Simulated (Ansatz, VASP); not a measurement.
## TePb in VASP and in Ansatz

The input INCAR:

```
  PREC = Accurate
  ENCUT = 520
  EDIFF = 1E-6
  ISMEAR = -1
  SIGMA = 0.03
  LREAL = F
  LASPH = T
  NELM = 60
  ALGO = Normal
  ISIF = 2
  LWAVE = F
  LCHARG = F
  GGA = PS
  NBANDS = 17
```

File KPOINTS:

```
Automatic mesh
0
Gamma
  10 10 10
```

File POSCAR:

```
TePb
1.0
    0.0000000000      3.1624600000      3.2270000000
    3.1624600000      0.0000000000      3.2270000000
    3.1624600000      3.1624600000      0.0000000000
Te Pb
1 1
Direct
    0.5000000000      0.5000000000      0.5000000000
    0.0000000000      0.0000000000      0.0000000000
```

Input for Ansatz:

```yaml
crystal:
  lattice:
    - [0.0, 3.16246, 3.227]
    - [3.16246, 0.0, 3.227]
    - [3.16246, 3.16246, 0.0]
  atoms:
    - { symbol: Te, position: [0.5, 0.5, 0.5] }
    - { symbol: Pb, position: [0.0, 0.0, 0.0] }
kpoints:
  mp_grid: { grid: [10, 10, 10] }
  band_path:
    path:
      - [0.0, 0.0, 0.0]
      - [0.0, 0.5, 0.5]
      - [0.25, 0.75, 0.5]
      - [0.0, 0.5, 0.0]
      - [0.0, 0.0, 0.0]
      - [0.5, 0.5, 0.0]
      - [0.37005, 0.62995, 0.0]
      - [-0.37005, 0.37005, 0.0]
      - [0.0, 0.0, 0.0]
    npoints: 5
scf:
  occupations: { method: fermi_dirac, width: 0.03 }
hamiltonian:
  xc: pbesol
  pseudopotentials: { kind: all_electron, lapw: { basis_error: 0.0005 } }
output:
  forces: true
  stress: true
  eigenvalues: true
```

Change from the starting cell: equal xx and yy strain of -2 %.

Alike in both runs: task single point; functional PBEsol; k mesh 10 × 10 × 10; occupations fermi-dirac, width 0.03 eV; no spin polarisation.

|  | VASP | Ansatz |
| --- | --- | --- |
| version | VASP 6.6.1 | Ansatz 0.2.0 |
| potentials or method | VASP PAW PBE potentials, release 64 (Te, Pb_d), cutoff 520 eV | all-electron LAPW, scalar-relativistic |

|  | VASP | Ansatz | Ansatz less VASP |
| --- | --- | --- | --- |
| pressure (GPa) | 1.7 | 1.8 | +0.04 |
| traceless stress, the component that is largest in VASP (GPa) | -1.85 | -1.84 | +0.003 |

VASP's potentials were made for PBE, not for PBEsol. Ansatz ran all-electron here, and VASP with PAW potentials.

Neither program's run includes spin-orbit coupling.
